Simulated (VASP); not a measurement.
**Sn4Se5: single point with PBEsol**

Slab: Sn4Se5, a slab with vacuum.

```
Se Sn
1.0
     4.20411    0.00000    0.00000
    -2.10205    3.64087    0.00000
     0.00000    0.00000   28.73057
Se Sn
5 4
Direct
  0.33333 0.66667 0.26105
  0.00000 0.00000 0.38052
  0.66667 0.33333 0.50000
  0.33333 0.66667 0.61948
  0.00000 0.00000 0.73895
  0.66667 0.33333 0.32078
  0.33333 0.66667 0.44026
  0.00000 0.00000 0.55974
  0.66667 0.33333 0.67922
```

| Property | Result |
| --- | --- |
| Program | VASP 6.6.1 |
| Task | single point |
| Functional | PBEsol |
| Potentials or basis | VASP PAW PBE potentials, release 64 (Se, Sn_d) |
| Cutoff | 520 eV |
| k mesh | 9 × 9 × 1 |
| Occupations | gaussian, width 0.05 eV |
| Spin | no spin polarisation |
| Dipole correction | yes |
| Further INCAR settings | ALGO = Normal; EDIFF = 1e-06; NBANDS = 53 |

The largest force is 1.932 eV/Å. The band gap on the k mesh is zero (band 43 reaches 0.10 eV, above the bottom of band 44 at 0.02 eV).

Forces on the atoms (eV/Å):
```
Se   0.000  0.000  1.674
Se   0.000  0.000  0.552
Se   0.000  0.000  0.000
Se   0.000  0.000 -0.552
Se   0.000  0.000 -1.674
Sn   0.000  0.000 -1.932
Sn   0.000  0.000 -0.251
Sn   0.000  0.000  0.251
Sn   0.000  0.000  1.932
```

Levels at points of the mesh, in eV from the Fermi level:
```
           k point  band 39  band 40  band 41  band 42  band 43  band 44  band 45  band 46  band 47  band 48
(0.00, 0.00, 0.00)    -0.53    -0.53    -0.53    -0.53    -0.26     0.62     0.88     1.58     1.58     1.74
```

Wall time 9 min on 1 thread of Intel(R) Xeon(R) Platinum 8259CL CPU @ 2.50GHz (Skylake/Cascade Lake), on a shared host, peak memory 0.63 GiB.

Caveat: the PAW data sets were made with another functional, which shifts forces and pressure a little; spin-orbit coupling is left out, which moves the levels of the heavy elements.
